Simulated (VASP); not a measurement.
Ti5H: single point with r2SCAN

The system is Ti5H, a slab with vacuum.

```
Ti H
1.0
     2.93580    0.00000    0.00000
    -1.46790    2.54247    0.00000
     0.00000    0.00000   28.27239
Ti H
5 1
Cartesian
  1.4679 0.8475 8.5000
  0.0000 1.6950 10.8181
  1.4702 0.8462 13.1524
  0.0029 1.6933 15.5428
  1.4712 0.8456 17.7600
  0.0040 -0.0023 18.7756
```

```
Program             : VASP 6.6.1
Task                : single point
Functional          : r2SCAN
Potentials or basis : VASP PAW PBE potentials, release 64 (Ti_sv, H)
Cutoff              : 520 eV
k mesh              : 12 × 12 × 1
Occupations         : gaussian, width 0.1 eV
Spin                : no spin polarisation
```

* Largest force: 0.577 eV/Å
* Band gap on the k mesh: zero (an odd number of electrons rules out a gap without spin polarisation)

Forces in eV/Å, atoms in the order of the input:
```
Ti   0.000  0.000  0.556
Ti   0.001 -0.001 -0.577
Ti  -0.001  0.001  0.007
Ti   0.000  0.000 -0.013
Ti   0.002 -0.001  0.010
H   -0.003  0.002  0.017
```

Levels at points of the mesh, in eV from the Fermi level:
| k point | band 28 | band 29 | band 30 | band 31 | band 32 | band 33 | band 34 | band 35 |
| --- | --- | --- | --- | --- | --- | --- | --- | --- |
| (0.00, 0.00, 0.00) | 0.04 | 0.30 | 0.59 | 0.70 | 0.70 | 0.77 | 0.77 | 0.85 |
| (0.50, 0.00, 0.00) | -1.03 | -0.99 | -0.82 | 0.26 | 0.77 | 0.80 | 1.09 | 1.13 |
| (0.50, 0.50, 0.00) | -1.03 | -0.99 | -0.81 | 0.26 | 0.77 | 0.80 | 1.09 | 1.13 |

Run time: 51 min on 1 thread of Intel(R) Xeon(R) Platinum 8488C (Sapphire Rapids) (shared host), peak memory 0.54 GiB.

Caveat: the PAW data sets were made with another functional, which shifts forces and pressure a little.
